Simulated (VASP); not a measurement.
# Fe (Im-3m) in VASP: further runs, part 2 of 2

VASP 6.6.1. Earlier steps stand in the parts before.

### 3 Single point, r2SCAN, collinear spin, ferromagnetic start (11.42 Å³/atom)

This run uses another cell than the first one, of 11.42 Å³/atom.

The input, POSCAR:

```
Fe
1.0
   -1.4187731756      1.4187731756      1.4187731756
    1.4187731756     -1.4187731756      1.4187731756
    1.4187731756      1.4187731756     -1.4187731756
Fe
1
Direct
    0.0000000000      0.0000000000      0.0000000000
```

The input, INCAR.step1:

```
PREC = Accurate
ENCUT = 520
ISMEAR = 0
SIGMA = 0.1
LREAL = False
LASPH = True
NELM = 150
ISPIN = 2
MAGMOM = 3.09
LMAXMIX = 4
NBANDS = 14
GGA = PE
ALGO = Normal
EDIFF = 1E-4
LWAVE = True
LCHARG = False
```

The input, INCAR.step2:

```
PREC = Accurate
ENCUT = 520
EDIFF = 1E-6
ISMEAR = 0
SIGMA = 0.1
LREAL = False
LASPH = True
NELM = 150
ALGO = Normal
ISIF = 2
LWAVE = False
LCHARG = False
ISPIN = 2
MAGMOM = 3.09
LORBIT = 11
LMAXMIX = 4
METAGGA = R2SCAN
LMIXTAU = True
NBANDS = 14
ISTART = 1
```

The input, KPOINTS:

```
regular mesh
0
Gamma
  20 20 20
```

Potentials or basis: VASP PAW PBE potentials, release 64 (Fe).

Run with:

```sh
$ cat potpaw_PBE.64/Fe/POTCAR > POTCAR
$ cp INCAR.step1 INCAR
$ mpirun -np 1 vasp_std > vasp.out
$ cp INCAR.step2 INCAR
$ mpirun -np 1 vasp_std > vasp.out
```

Run time: 7.8 min. Hardware: 1 thread of Intel Xeon 8259CL, shared host; peak memory 0.18 GiB.

It converged, with:

```yaml
Free_energy: -14.3555 eV
Pressure: 5.8 GPa
Net_moment: 2.63 μB per cell
Site_moments: Fe +2.69 μB
Valence_electrons_inside_the_program's_atomic_spheres: Fe 7.26
```

Levels at points of the mesh, in eV from the Fermi level:
Spin up:
| k point | band 1 | band 2 | band 3 | band 4 | band 5 | band 6 | band 7 | band 8 | band 9 | band 10 |
| --- | --- | --- | --- | --- | --- | --- | --- | --- | --- | --- |
| (0.00, 0.00, 0.00) | -8.62 | -3.05 | -3.05 | -3.05 | -1.78 | -1.78 | 26.00 | 26.00 | 26.00 | 31.04 |
| (0.50, 0.00, 0.00) | -5.45 | -4.09 | -1.74 | -1.61 | -0.40 | 0.61 | 7.22 | 19.12 | 20.77 | 23.91 |
| (0.50, 0.50, 0.50) | -5.40 | -5.40 | -0.66 | -0.66 | -0.66 | 10.23 | 10.23 | 10.23 | 15.88 | 15.88 |
Spin down:
```tsv
k point	band 1	band 2	band 3	band 4	band 5	band 6	band 7
(0.00, 0.00, 0.00)	-9.23	0.35	0.35	0.35	2.62	2.62	25.64
(0.50, 0.00, 0.00)	-3.61	-1.12	0.06	2.45	2.92	3.52	9.50
(0.50, 0.50, 0.50)	-2.81	-2.81	3.20	3.20	3.20	10.59	10.59
```

Caveat: the cell stands under pressure; the PAW data sets were made with another functional, which shifts forces and pressure a little.

### 4 Single point, r2SCAN, collinear spin, ferromagnetic start

This run uses another cell than the first one, of 11.78 Å³/atom.

The input, POSCAR:

```
Fe
1.0
   -1.4332514529      1.4332514529      1.4332514529
    1.4332514529     -1.4332514529      1.4332514529
    1.4332514529      1.4332514529     -1.4332514529
Fe
1
Direct
    0.0000000000      0.0000000000      0.0000000000
```

The input, INCAR.step1:

```
SYSTEM = Fe
PREC = Accurate
ENCUT = 520
ISMEAR = 0
SIGMA = 0.1
LREAL = .FALSE.
LASPH = .TRUE.
NELM = 150
ISPIN = 2
MAGMOM = 3.21
LMAXMIX = 4
NBANDS = 14
GGA = PE
ALGO = Normal
EDIFF = 1E-4
LWAVE = .TRUE.
LCHARG = .FALSE.
```

The input, INCAR.step2:

```
SYSTEM = Fe
PREC = Accurate
ENCUT = 520
EDIFF = 1E-7
ISMEAR = 0
SIGMA = 0.1
LREAL = .FALSE.
LASPH = .TRUE.
NELM = 150
ALGO = Normal
ISIF = 2
LWAVE = .FALSE.
LCHARG = .TRUE.
ISPIN = 2
MAGMOM = 3.21
LORBIT = 11
LMAXMIX = 4
METAGGA = R2SCAN
LMIXTAU = .TRUE.
LELF = .TRUE.
LVHAR = .TRUE.
NBANDS = 14
ISTART = 1
```

The input, KPOINTS:

```
regular mesh
0
G
  20 20 20
  0 0 0
```

Run with:

```sh
$ cat potpaw_PBE.64/Fe/POTCAR > POTCAR
$ cp INCAR.step1 INCAR
$ mpirun -np 1 vasp_std > vasp.out
$ cp INCAR.step2 INCAR
$ mpirun -np 1 vasp_std > vasp.out
```

Wall time 8.3 min (1 thread of Intel Xeon 8259CL, shared host); peak memory 0.18 GiB.

It converged, with:

| Quantity | Value |
| --- | --- |
| Free energy | -14.3615 eV |
| Pressure | -0.4 GPa |
| Net moment | 2.65 μB per cell |
| Site moments | Fe +2.72 μB |
| Valence electrons inside the program's atomic spheres | Fe 7.20 |

Levels at points of the mesh, in eV from the Fermi level:
Spin up:
| k point | band 1 | band 2 | band 3 | band 4 | band 5 | band 6 | band 7 | band 8 | band 9 | band 10 |
| --- | --- | --- | --- | --- | --- | --- | --- | --- | --- | --- |
| (0.00, 0.00, 0.00) | -8.50 | -3.07 | -3.07 | -3.07 | -1.87 | -1.87 | 25.63 | 25.63 | 25.63 | 30.47 |
| (0.50, 0.00, 0.00) | -5.36 | -4.06 | -1.83 | -1.71 | -0.55 | 0.56 | 6.87 | 18.78 | 20.21 | 23.38 |
| (0.50, 0.50, 0.50) | -5.30 | -5.30 | -0.80 | -0.80 | -0.80 | 9.94 | 9.94 | 9.94 | 15.50 | 15.50 |
Spin down:
```csv
k point,band 1,band 2,band 3,band 4,band 5,band 6,band 7,band 8
"(0.00, 0.00, 0.00)",-9.12,0.35,0.35,0.35,2.56,2.56,25.26,25.26
"(0.50, 0.00, 0.00)",-3.51,-1.06,-0.02,2.39,2.85,3.39,9.16,18.73
"(0.50, 0.50, 0.50)",-2.67,-2.67,3.09,3.09,3.09,10.29,10.29,10.29
```

Caveat: the PAW data sets were made with another functional, which shifts forces and pressure a little.

### 5 Single point, r2SCAN, collinear spin, ferromagnetic start

This run uses another cell than the first one, of 11.78 Å³/atom.

POSCAR is that of step 4.

The input, INCAR.step1:

```
SYSTEM = Fe
PREC = Accurate ; ENCUT = 520
ISMEAR = 0 ; SIGMA = 0.1
LREAL = .FALSE. ; LASPH = .TRUE.
NELM = 150 ; ISPIN = 2
MAGMOM = 3.09 ; LMAXMIX = 4
NBANDS = 14 ; GGA = PE
ALGO = Normal ; EDIFF = 1E-4
LWAVE = .TRUE. ; LCHARG = .FALSE.
```

The input, INCAR.step2:

```
SYSTEM = Fe
PREC = Accurate ; ENCUT = 520
EDIFF = 1E-7 ; ISMEAR = 0
SIGMA = 0.1 ; LREAL = .FALSE.
LASPH = .TRUE. ; NELM = 150
ALGO = Normal ; ISIF = 2
LWAVE = .FALSE. ; LCHARG = .FALSE.
ISPIN = 2 ; MAGMOM = 3.09
LORBIT = 11 ; LMAXMIX = 4
METAGGA = R2SCAN ; LMIXTAU = .TRUE.
NBANDS = 14 ; ISTART = 1
```

KPOINTS is that of step 4.

Potentials or basis: VASP PAW PBE potentials, release 64 (Fe).

Run with:

```sh
$ cat potpaw_PBE.64/Fe/POTCAR > POTCAR
$ cp INCAR.step1 INCAR
$ mpirun -np 1 vasp_std > vasp.out
$ cp INCAR.step2 INCAR
$ mpirun -np 1 vasp_std > vasp.out
```

OUTCAR:

```text
SYSTEM = Fe
   PREC = Accurate
   ENCUT = 520
   EDIFF = 1E-7
   ISMEAR = 0
   LREAL = .FALSE.
   LASPH = .TRUE.
   NELM = 150
   ISIF = 2
   ISPIN = 2
   LORBIT = 11
   METAGGA = R2SCAN
   ISTART = 1

 ion  position               nearest neighbor table
   1  0.000  0.000  0.000-

  LATTYP: Found a body centered cubic cell.
 ALAT       =     2.8665029058

  Lattice vectors:

 A1 = (  -1.4332514529,   1.4332514529,   1.4332514529)
 A2 = (   1.4332514529,  -1.4332514529,   1.4332514529)
 A3 = (   1.4332514529,   1.4332514529,  -1.4332514529)
[... 1023 lines left out ...]
  -------------------------------------------------------------------------------------
  Total       -0.0263227     -0.0263227     -0.0263227     -0.0000000      0.0000000      0.0000000
  in kB       -3.5810822     -3.5810822     -3.5810822     -0.0000000      0.0000000      0.0000000
  external PRESSURE =      -3.5810822 kB  Pullay stress =       0.0000000 kB

 VOLUME and BASIS-vectors are now :
 -----------------------------------------------------------------------------
  energy-cutoff  :      520.00
  volume of cell :       11.78
      direct lattice vectors                 reciprocal lattice vectors
    -1.433251453  1.433251453  1.433251453     0.000000000  0.348857138  0.348857138
     1.433251453 -1.433251453  1.433251453     0.348857138  0.000000000  0.348857138
     1.433251453  1.433251453 -1.433251453     0.348857138  0.348857138  0.000000000

 POSITION                                       TOTAL-FORCE (eV/Angst)
 -----------------------------------------------------------------------------------
      0.00000      0.00000      0.00000         0.000000     -0.000000      0.000000
 -----------------------------------------------------------------------------------
    total drift:                                0.000000      0.000000      0.000000

  FREE ENERGIE OF THE ION-ELECTRON SYSTEM (eV)
  ---------------------------------------------------
  free  energy   TOTEN  =       -14.3615368612 eV

  energy  without entropy=      -14.3582953597  energy(sigma->0) =      -14.35991611

 total charge

# of ion       s       p       d       tot
------------------------------------------
    1        0.478   0.549   6.170   7.198

 magnetization (x)

# of ion       s       p       d       tot
------------------------------------------
    1       -0.012  -0.118   2.848   2.718
```

OSZICAR.step1:

```text
N       E                     dE             d eps       ncg     rms          rms(c)
DAV:   1     0.223505267779E+02    0.22351E+02   -0.38155E+03 15548   0.689E+02
DAV:   2    -0.815664065395E+01   -0.30507E+02   -0.27919E+02 15656   0.129E+02
DAV:   3    -0.910989712196E+01   -0.95326E+00   -0.94189E+00 17446   0.235E+01
DAV:   4    -0.911322759495E+01   -0.33305E-02   -0.33302E-02 16664   0.125E+00
DAV:   5    -0.911324374266E+01   -0.16148E-04   -0.16148E-04 17242   0.902E-02    0.111E+01
DAV:   6    -0.832518832429E+01    0.78806E+00   -0.10527E+01 18044   0.370E+01    0.585E+00
DAV:   7    -0.824947834658E+01    0.75710E-01   -0.71828E-01 17720   0.931E+00    0.332E+00
DAV:   8    -0.824337299075E+01    0.61054E-02   -0.87754E-03 17214   0.540E-01    0.138E+00
DAV:   9    -0.823656097624E+01    0.68120E-02   -0.89806E-03 19276   0.474E-01    0.322E-01
DAV:  10    -0.823671900995E+01   -0.15803E-03   -0.10495E-03 17138   0.309E-01    0.882E-02
DAV:  11    -0.823675342029E+01   -0.34410E-04   -0.27073E-04  9074   0.118E-01
   1 F= -.82367534E+01 E0= -.82343101E+01  d E =-.488661E-02  mag=     2.2524
```

Run time: 8.3 min. Hardware: 1 thread of Intel Xeon 8259CL, shared host; peak memory 0.18 GiB.

Results:

| Property | Result |
| --- | --- |
| Free energy | -14.3615 eV |
| Pressure | -0.4 GPa |
| Net moment | 2.65 μB per cell |
| Site moments | Fe +2.72 μB |
| Valence electrons inside the program's atomic spheres | Fe 7.20 |

Caveat: the PAW data sets were made with another functional, which shifts forces and pressure a little.

### 6 Summary

```tsv
cell	gap on the mesh (eV)	pressure (GPa)	moment (μB)
a = 2.432 Å, angles 109.5°, 1 atom	none	12.5	2.59
a = 2.457 Å, angles 109.5°, 1 atom	none	5.8	2.63
a = 2.482 Å, angles 109.5°, 1 atom	none	-0.4	2.65
```

Alike in all rows: task single point; level r2SCAN; potentials or basis VASP PAW PBE potentials, release 64 (Fe); spin collinear, ferromagnetic start; k mesh 20 × 20 × 20; cutoff (eV) 520; smearing gaussian 0.1 eV.

Caveats: the PAW data sets were made with another functional, which shifts forces and pressure a little; the cell stands under pressure (at least some runs).

Total energies depend on the potentials used, so only differences within one code and one set of settings carry meaning.
